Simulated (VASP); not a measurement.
# GaCoCl4 (F-43m) in VASP: a series of runs

GaCoCl4 is run at these levels: PBE; tasks: single point.

All numbers are computed with VASP 6.6.1; they aren't measurements. Logs are shortened: lines on timing, memory, paths and dates and some standing lists are left out, and cuts for length are marked.

## Step 1: The cell of the first run

The structure is cubic, space group F-43m (No. 216). The conventional cell has a = 8.443 Å, b = 8.443 Å, c = 8.443 Å, α = 90.00°, β = 90.00°, γ = 90.00°. Within 4.6 Å of Ga (site symmetry -43m) lie 12 Cl at 3.50 Å and 4 Co at 3.66 Å. Within 4.6 Å of Co (site symmetry -43m) lie 12 Cl at 3.50 Å and 4 Ga at 3.66 Å. Within 3.9 Å of Cl (site symmetry 3m) lie 6 Cl at 2.97 to 3.00 Å and 3 Co at 3.50 Å and 3 Ga at 3.50 Å.

The cell was generated, and may not be a known phase.

## Step 2: Single point, PBE, collinear spin, ferromagnetic start

INCAR reads:

```
SYSTEM = GaCoCl4
PREC = Accurate
ENCUT = 520
EDIFF = 1E-7
ISMEAR = 0
SIGMA = 0.1
LREAL = .FALSE.
LASPH = .TRUE.
NELM = 150
ALGO = Normal
ISIF = 2
LWAVE = .FALSE.
LCHARG = .FALSE.
ISPIN = 2
MAGMOM = 0 2.32 0.16 0.16 0.16 0.16
LORBIT = 11
LMAXMIX = 4
GGA = PE
NBANDS = 38
```

KPOINTS reads:

```
regular mesh
0
G
  8 8 8
  0 0 0
```

POSCAR reads:

```
GaCoCl4
1.0
    0.0000000000      4.2215251086      4.2215251086
    4.2215251086      0.0000000000      4.2215251086
    4.2215251086      4.2215251086      0.0000000000
Ga Co Cl
1 1 4
Direct
    0.0000000000      0.0000000000      0.0000000000
    0.7500000000      0.7500000000      0.7500000000
    0.8734691367      0.3755102878      0.3755102878
    0.3755102878      0.3755102878      0.3755102878
    0.3755102878      0.8734691367      0.3755102878
    0.3755102878      0.3755102878      0.8734691367
```

Potentials or basis: VASP PAW PBE potentials, release 64 (Ga_d, Co, Cl).

On the command line:

```
$ cat potpaw_PBE.64/Ga_d/POTCAR potpaw_PBE.64/Co/POTCAR potpaw_PBE.64/Cl/POTCAR > POTCAR
$ mpirun -np 1 vasp_std > vasp.out
```

OUTCAR:

```text
SYSTEM = GaCoCl4
   PREC = Accurate
   ENCUT = 520
   EDIFF = 1E-7
   ISMEAR = 0
   LREAL = .FALSE.
   LASPH = .TRUE.
   NELM = 150
   ISIF = 2
   ISPIN = 2
   LORBIT = 11
   GGA = PE

 ion  position               nearest neighbor table
   1  0.000  0.000  0.000-
   2  0.750  0.750  0.750-
   3  0.873  0.376  0.376-
   4  0.376  0.376  0.376-
   5  0.376  0.873  0.376-
   6  0.376  0.376  0.873-

  LATTYP: Found a face centered cubic cell.
 ALAT       =     8.4430502172

  Lattice vectors:

 A1 = (   0.0000000000,   4.2215251086,   4.2215251086)
 A2 = (   4.2215251086,   0.0000000000,   4.2215251086)
 A3 = (   4.2215251086,   4.2215251086,   0.0000000000)

Analysis of symmetry for initial positions (statically):
=====================================================================
 Subroutine PRICEL returns:
 Original cell was already a primitive cell.

 Routine SETGRP: Setting up the symmetry group for a
 face centered cubic supercell.

 Subroutine GETGRP returns: Found 24 space group operations
 (whereof 24 operations were pure point group operations)
 out of a pool of 48 trial point group operations.

The static configuration has the point symmetry T_d .

Analysis of symmetry for dynamics (positions and initial velocities):
=====================================================================
 Subroutine PRICEL returns:
 Original cell was already a primitive cell.

 Routine SETGRP: Setting up the symmetry group for a
 face centered cubic supercell.

 Subroutine GETGRP returns: Found 24 space group operations
 (whereof 24 operations were pure point group operations)
 out of a pool of 48 trial point group operations.

The dynamic configuration has the point symmetry T_d .

Analysis of structural, dynamic, and magnetic symmetry:
=====================================================================
 Subroutine PRICEL returns:
 Original cell was already a primitive cell.

 Routine SETGRP: Setting up the symmetry group for a
 face centered cubic supercell.

 Subroutine GETGRP returns: Found 24 space group operations
 (whereof 24 operations were pure point group operations)
 out of a pool of 48 trial point group operations.

The overall configuration has the point symmetry T_d .

 Subroutine INISYM returns: Found 24 space group operations
 (whereof 24 operations are pure point group operations),
 and found     1 'primitive' translations

----------------------------------------------------------------------------------------

                                     Primitive cell

  volume of cell :     150.4659

  direct lattice vectors                    reciprocal lattice vectors
     0.000000000  4.221525109  4.221525109    -0.118440608  0.118440608  0.118440608
     4.221525109  0.000000000  4.221525109     0.118440608 -0.118440608  0.118440608
     4.221525109  4.221525109  0.000000000     0.118440608  0.118440608 -0.118440608

  length of vectors
     5.970138062  5.970138062  5.970138062     0.205145151  0.205145151  0.205145151

  position of ions in fractional coordinates (direct lattice)
     0.000000000  0.000000000  0.000000000
     0.750000000  0.750000000  0.750000000
     0.873469137  0.375510288  0.375510288
     0.375510288  0.375510288  0.375510288
     0.375510288  0.873469137  0.375510288
     0.375510288  0.375510288  0.873469137

  ion indices of the primitive-cell ions
   primitive index   ion index
                 1           1
                 2           2
                 3           3
                 4           4
                 5           5
                 6           6

----------------------------------------------------------------------------------------

 KPOINTS: regular mesh

Automatic generation of k-mesh.
 Grid dimensions read from file:
 generate k-points for:    8    8    8

 Generating k-lattice:

  Cartesian coordinates                     Fractional coordinates (reciprocal lattice)
    -0.014805076  0.014805076  0.014805076     0.125000000  0.000000000  0.000000000
     0.014805076 -0.014805076  0.014805076     0.000000000  0.125000000  0.000000000
     0.014805076  0.014805076 -0.014805076     0.000000000  0.000000000  0.125000000

  Length of vectors
     0.025643144  0.025643144  0.025643144

  Shift w.r.t. Gamma in fractional coordinates (k-lattice)
     0.000000000  0.000000000  0.000000000

 Subroutine IBZKPT returns following result:
 ===========================================

 Found     29 irreducible k-points:

 Following reciprocal coordinates:
            Coordinates               Weight
  0.000000  0.000000  0.000000      1.000000
  0.125000  0.000000  0.000000      8.000000
  0.250000  0.000000  0.000000      8.000000
  0.375000  0.000000  0.000000      8.000000
  0.500000  0.000000  0.000000      4.000000
  0.125000  0.125000  0.000000      6.000000
[... 16 lines left out ...]
  0.500000  0.250000  0.125000     48.000000
 -0.375000  0.250000  0.125000     24.000000
 [... further k-points ...]
   k-points           NKPTS =     29   k-points in BZ     NKDIM =     29   number of bands    NBANDS=     38
   number of dos      NEDOS =    301   number of ions     NIONS =      6
   total plane-waves  NPLWV = 110592
   dimension x,y,z NGX =    48 NGY =   48 NGZ =   48
   dimension x,y,z NGXF=    96 NGYF=   96 NGZF=   96
   ions per type =               1   1   4
   NGX,Y,Z   is equivalent  to a cutoff of  13.37, 13.37, 13.37 a.u.
   NGXF,Y,Z  is equivalent  to a cutoff of  26.73, 26.73, 26.73 a.u.
 SYSTEM =  GaCoCl4
   PREC   = accura    normal or accurate (medium, high low for compatibility)
   ISTART =      0    job   : 0-new  1-cont  2-samecut
   ICHARG =      2    charge: 1-file 2-atom 10-const
   ISPIN  =      2    spin polarized calculation?
   LNONCOLLINEAR =      F non collinear calculations
   LSORBIT =      F    spin-orbit coupling
   LASPH  =      T    aspherical Exc in radial PAW
   ENCUT  =  520.0 eV  38.22 Ry    6.18 a.u.  11.10 11.10 11.10*2*pi/ulx,y,z
   NELM   =    150;   NELMIN=  2; NELMDL= -5     # of ELM steps
   EDIFF  = 0.1E-06   stopping-criterion for ELM
   LREAL  =      F    real-space projection
   EDIFFG = 0.1E-05   stopping-criterion for IOM
   NSW    =      0    number of steps for IOM
   IBRION =     -1    ionic relax: 0-MD 1-quasi-New 2-CG
   NFREE  =      0    steps in history (QN), initial steepest desc. (CG)
   ISIF   =      2    stress and relaxation
   ISYM   =      2    0-nonsym 1-usesym 2-fastsym
   POTIM  = 0.5000    time-step for ionic-motion
   TEBEG  =    0.0;   TEEND  =   0.0 temperature during run
   PSTRESS=    0.0 pullay stress
   NELECT =      50.0000    total number of electrons
   NUPDOWN=      -1.0000    fix difference up-down
   EMIN   =  10.00;   EMAX   =-10.00  energy-range for DOS
   EFERMI =   0.00;   METHOD = LEGACY
   ISMEAR =     0;   SIGMA  =   0.10  broadening in eV -4-tet -1-fermi 0-gaus
   EFERMI_NEDOS =   21; number of points for ismear=-14 and -15
   IALGO  =     38    algorithm
   IMIX   =      4    mixing-type and parameters
     AMIX     =   0.40;   BMIX     =  1.00
     AMIX_MAG =   1.60;   BMIX_MAG =  1.00
  volume/ion in A,a.u.               =      25.08       169.23
  Fermi-wavevector in a.u.,A,eV,Ry     =   1.133928  2.142813 17.494270  1.285793
  Thomas-Fermi vector in A             =   2.270631
   LORBIT       =     11    0 simple, 1 ext, 2 COOP (PROOUT), +10 PAW based schemes
   GGA     = PE    functional components
   LHFCALC =     F    Hartree Fock is set to
   AEXX    =    0.0000 exact exchange contribution
   IVDW    =     0    specifies the selected vdW correction
   LEPSILON=     F    determine dielectric tensor
   LRPA    =     F    only Hartree local field effects (RPA)
 spin polarized calculation
 Gauss-broadening in eV      SIGMA  =   0.10
  energy-cutoff  :      520.00
  volume of cell :      150.47
 maximum number of plane-waves:      4088
 NGX is ok and might be reduce to    48
   NGX = 23   NGY = 23   NGZ = 23

 number of electron      50.0000004 magnetization       2.3154414

 Free energy of the ion-electron system (eV)
  ---------------------------------------------------
  ext. energy  EPLUGINS =         0.00000000
  ---------------------------------------------------
  free energy    TOTEN  =       -12.58027893 eV

  energy without entropy =      -12.45322662  energy(sigma->0) =      -12.51675278

 E-fermi :   2.0237     XC(G=0):  -8.8512

 val. band max:        2.0214234193   @ k =  -0.2500   0.1250   0.0000
 cond. band min:       2.0248069976   @ k =  -0.3750   0.5000   0.1250
 fundamental gap:      0.0033835783
 Fermi energy:         2.0236813483

 spin component 1

 k-point     1 :       0.0000    0.0000    0.0000
  band No.  band energies     occupation
      1     -13.1976      1.00000
      2     -12.8147      1.00000
      3     -12.8147      1.00000
      4     -12.8147      1.00000
      5     -12.8100      1.00000
      6     -12.8100      1.00000
[... 949 lines left out ...]
     36      11.4930      0.00000
     37      11.7950      0.00000

 [... further k-points ...]

 spin component 2

 k-point     1 :       0.0000    0.0000    0.0000
  band No.  band energies     occupation
      1     -13.1656      1.00000
      2     -12.8147      1.00000
      3     -12.8147      1.00000
      4     -12.8147      1.00000
      5     -12.8099      1.00000
      6     -12.8099      1.00000
[... 949 lines left out ...]
     36      11.5530      0.00000
     37      11.9058      0.00000

 [... further k-points ...]

 [bands above 37 left out]

------------------------ aborting loop because EDIFF is reached ----------------------------------------

  FORCE on cell =-STRESS in cart. coord.  units (eV):
  Direction    XX          YY          ZZ          XY          YZ          ZX
  --------------------------------------------------------------------------------------
  -------------------------------------------------------------------------------------
  Total       -0.6514850     -0.6514850     -0.6514850      0.0000000     -0.0000000      0.0000000
  in kB       -6.9370824     -6.9370824     -6.9370824      0.0000000     -0.0000000      0.0000000
  external PRESSURE =      -6.9370824 kB  Pullay stress =       0.0000000 kB

 VOLUME and BASIS-vectors are now :
 -----------------------------------------------------------------------------
  energy-cutoff  :      520.00
  volume of cell :      150.47
      direct lattice vectors                 reciprocal lattice vectors
     0.000000000  4.221525109  4.221525109    -0.118440608  0.118440608  0.118440608
     4.221525109  0.000000000  4.221525109     0.118440608 -0.118440608  0.118440608
     4.221525109  4.221525109  0.000000000     0.118440608  0.118440608 -0.118440608

 POSITION                                       TOTAL-FORCE (eV/Angst)
 -----------------------------------------------------------------------------------
      0.00000      0.00000      0.00000        -0.000000     -0.000000     -0.000000
      6.33229      6.33229      6.33229        -0.000000     -0.000000     -0.000000
      3.17045      5.27260      5.27260         0.004555     -0.004555     -0.004555
      3.17045      3.17045      3.17045         0.004555      0.004555      0.004555
      5.27260      3.17045      5.27260        -0.004555      0.004555     -0.004555
      5.27260      5.27260      3.17045        -0.004555     -0.004555      0.004555
 -----------------------------------------------------------------------------------
    total drift:                               -0.000001     -0.000001     -0.000001

  FREE ENERGIE OF THE ION-ELECTRON SYSTEM (eV)
  ---------------------------------------------------
  free  energy   TOTEN  =       -12.5802789329 eV

  energy  without entropy=      -12.4532266183  energy(sigma->0) =      -12.51675278

 total charge

# of ion       s       p       d       tot
------------------------------------------
    1        1.249   0.105   9.927  11.282
    2        0.119   0.038   7.315   7.472
    3        1.629   3.374   0.000   5.002
    4        1.629   3.374   0.000   5.002
    5        1.629   3.374   0.000   5.002
    6        1.629   3.374   0.000   5.002
--------------------------------------------------
tot          7.883  13.638  17.242  38.763

 magnetization (x)

# of ion       s       p       d       tot
------------------------------------------
    1        0.006  -0.008  -0.000  -0.002
    2        0.016   0.002   2.120   2.138
    3        0.001   0.029   0.000   0.030
    4        0.001   0.029   0.000   0.030
    5        0.001   0.029   0.000   0.030
    6        0.001   0.029   0.000   0.030
--------------------------------------------------
tot          0.025   0.109   2.120   2.254
```

Run time: 15 min. Hardware: 1 thread of Intel Xeon Platinum 8259CL at 2.50GHz (Skylake/Cascade Lake), shared host; peak memory 0.56 GiB.

Results:

| Quantity | Value |
| --- | --- |
| Free energy | -12.5803 eV |
| Pressure | -0.7 GPa |
| Largest force | 0.008 eV/Å |
| Net moment | 2.32 μB per cell |
| Site moments | Ga -0.00; Co +2.14; Cl +0.03 μB |
| Valence electrons inside the program's atomic spheres | Ga 11.28; Co 7.47; Cl 5.00 |

Forces on the atoms (eV/Å):
```
Ga   0.000  0.000  0.000
Co   0.000  0.000  0.000
Cl   0.005 -0.005 -0.005
Cl   0.005  0.005  0.005
Cl  -0.005  0.005 -0.005
Cl  -0.005 -0.005  0.005
```

Levels at points of the mesh, in eV from the Fermi level:
Spin up:
| k point | band 24 | band 25 | band 26 | band 27 | band 28 | band 29 |
| --- | --- | --- | --- | --- | --- | --- |
| (0.00, 0.00, 0.00) | -0.52 | 0.22 | 0.22 | 0.22 | 0.61 | 2.15 |
| (0.50, 0.00, 0.00) | -1.73 | -0.51 | 0.15 | 0.15 | 0.32 | 3.02 |
| (0.50, 0.50, 0.00) | -1.71 | -1.48 | 0.01 | 0.01 | 0.83 | 3.08 |
Spin down:
```tsv
k point	band 22	band 23	band 24	band 25	band 26	band 27
(0.00, 0.00, 0.00)	-0.07	0.02	0.02	0.28	0.28	0.28
(0.50, 0.00, 0.00)	-0.12	0.02	0.03	0.03	0.23	0.23
(0.50, 0.50, 0.00)	-0.11	-0.11	0.03	0.05	0.08	0.08
```

Caveat: a cell with one magnetic atom can't hold antiferromagnetic order, which such compounds often take; semilocal functionals often make such compounds metallic where correlation or magnetic order opens a gap, which also shifts bond lengths. With open d or f shells a metallic result of PBE can be an artefact of self-interaction; +U or a hybrid may open a gap.

## Step 3: Single point, PBE, collinear spin, ferromagnetic start

This run uses another cell than the first one, of 23.69 Å³/atom.

INCAR reads:

```
SYSTEM = GaCoCl4
  PREC = Accurate
  ENCUT = 520
  EDIFF = 1E-7
  ISMEAR = 0
  SIGMA = 0.1
  LREAL = .False.
  LASPH = .True.
  NELM = 150
  ALGO = Normal
  ISIF = 2
  LWAVE = .False.
  LCHARG = .True.
  ISPIN = 2
  MAGMOM = 0 3 0 0 0 0
  LORBIT = 11
  LMAXMIX = 4
  GGA = PE
  LELF = .True.
  LVHAR = .True.
  NBANDS = 38
```

KPOINTS reads:

```
regular mesh
0
Gamma
  4 4 4
  0 0 0
```

POSCAR reads:

```
GaCoCl4
1.0
    0.0000000000      4.1421123700      4.1421123700
    4.1421123700      0.0000000000      4.1421123700
    4.1421123700      4.1421123700      0.0000000000
Ga Co Cl
1 1 4
Direct
    0.0000000000      0.0000000000      0.0000000000
    0.7500000000      0.7500000000      0.7500000000
    0.8791283700      0.3736238800      0.3736238800
    0.3736238800      0.3736238800      0.3736238800
    0.3736238800      0.8791283700      0.3736238800
    0.3736238800      0.3736238800      0.8791283700
```

Potentials or basis: VASP PAW PBE potentials, release 64 (Ga_d, Co, Cl).

On the command line:

```
$ cat potpaw_PBE.64/Ga_d/POTCAR potpaw_PBE.64/Co/POTCAR potpaw_PBE.64/Cl/POTCAR > POTCAR
$ mpirun -np 1 vasp_std > vasp.out
```

OUTCAR:

```text
SYSTEM = GaCoCl4
   PREC = Accurate
   ENCUT = 520
   EDIFF = 1E-7
   ISMEAR = 0
   LREAL = .False.
   LASPH = .True.
   NELM = 150
   ISIF = 2
   ISPIN = 2
   LORBIT = 11
   GGA = PE

 ion  position               nearest neighbor table
   1  0.000  0.000  0.000-
   2  0.750  0.750  0.750-
   3  0.879  0.374  0.374-
   4  0.374  0.374  0.374-
   5  0.374  0.879  0.374-
   6  0.374  0.374  0.879-

  LATTYP: Found a face centered cubic cell.
 ALAT       =     8.2842247400

  Lattice vectors:

 A1 = (   0.0000000000,   4.1421123700,   4.1421123700)
 A2 = (   4.1421123700,   0.0000000000,   4.1421123700)
 A3 = (   4.1421123700,   4.1421123700,   0.0000000000)

Analysis of symmetry for initial positions (statically):
=====================================================================
 Subroutine PRICEL returns:
 Original cell was already a primitive cell.

 Routine SETGRP: Setting up the symmetry group for a
[... 832 lines left out ...]
  -------------------------------------------------------------------------------------
  Total        0.7337234      0.7337234      0.7337234      0.0000000     -0.0000000      0.0000000
  in kB        8.2707965      8.2707965      8.2707965      0.0000000     -0.0000000      0.0000000
  external PRESSURE =       8.2707965 kB  Pullay stress =       0.0000000 kB

 VOLUME and BASIS-vectors are now :
 -----------------------------------------------------------------------------
  energy-cutoff  :      520.00
  volume of cell :      142.13
      direct lattice vectors                 reciprocal lattice vectors
     0.000000000  4.142112370  4.142112370    -0.120711356  0.120711356  0.120711356
     4.142112370  0.000000000  4.142112370     0.120711356 -0.120711356  0.120711356
     4.142112370  4.142112370  0.000000000     0.120711356  0.120711356 -0.120711356

 POSITION                                       TOTAL-FORCE (eV/Angst)
 -----------------------------------------------------------------------------------
      0.00000      0.00000      0.00000        -0.000000     -0.000000     -0.000000
      6.21317      6.21317      6.21317        -0.000000     -0.000000     -0.000000
      3.09518      5.18904      5.18904         0.243710     -0.243710     -0.243710
      3.09518      3.09518      3.09518         0.243710      0.243710      0.243710
      5.18904      3.09518      5.18904        -0.243710      0.243710     -0.243710
      5.18904      5.18904      3.09518        -0.243710     -0.243710      0.243710
 -----------------------------------------------------------------------------------
    total drift:                               -0.000078     -0.000078     -0.000078

  FREE ENERGIE OF THE ION-ELECTRON SYSTEM (eV)
  ---------------------------------------------------
  free  energy   TOTEN  =       -13.1259677281 eV

  energy  without entropy=      -13.0906183549  energy(sigma->0) =      -13.10829304

 total charge

# of ion       s       p       d       tot
------------------------------------------
    1        1.248   0.116   9.929  11.293
    2        0.111   0.042   7.344   7.497
    3        1.631   3.377   0.000   5.008
    4        1.631   3.377   0.000   5.008
    5        1.631   3.377   0.000   5.008
    6        1.631   3.377   0.000   5.008
--------------------------------------------------
tot          7.883  13.666  17.272  38.821

 magnetization (x)

# of ion       s       p       d       tot
------------------------------------------
    1        0.003  -0.008  -0.000  -0.005
    2        0.017   0.003   2.050   2.070
    3       -0.003  -0.138   0.000  -0.140
    4       -0.003  -0.138   0.000  -0.140
    5       -0.003  -0.138   0.000  -0.140
    6       -0.003  -0.138   0.000  -0.140
--------------------------------------------------
tot          0.009  -0.556   2.050   1.503
```

It took 6.7 min on 1 thread of Oxide Virtual Turin-like, shared host; peak memory 0.41 GiB.

What came out:

```yaml
Free_energy: -13.1260 eV
Pressure: 0.8 GPa
Largest_force: 0.422 eV/Å
Net_moment: 1.47 μB per cell
Site_moments: Ga -0.01; Co +2.07; Cl -0.14 μB
Valence_electrons_inside_the_program's_atomic_spheres: Ga 11.29; Co 7.50; Cl 5.01
```

Forces on the atoms (eV/Å):
```
Ga   0.000  0.000  0.000
Co   0.000  0.000  0.000
Cl   0.244 -0.244 -0.244
Cl   0.244  0.244  0.244
Cl  -0.244  0.244 -0.244
Cl  -0.244 -0.244  0.244
```

Caveat: a cell with one magnetic atom can't hold antiferromagnetic order, which such compounds often take; semilocal functionals often make such compounds metallic where correlation or magnetic order opens a gap, which also shifts bond lengths.
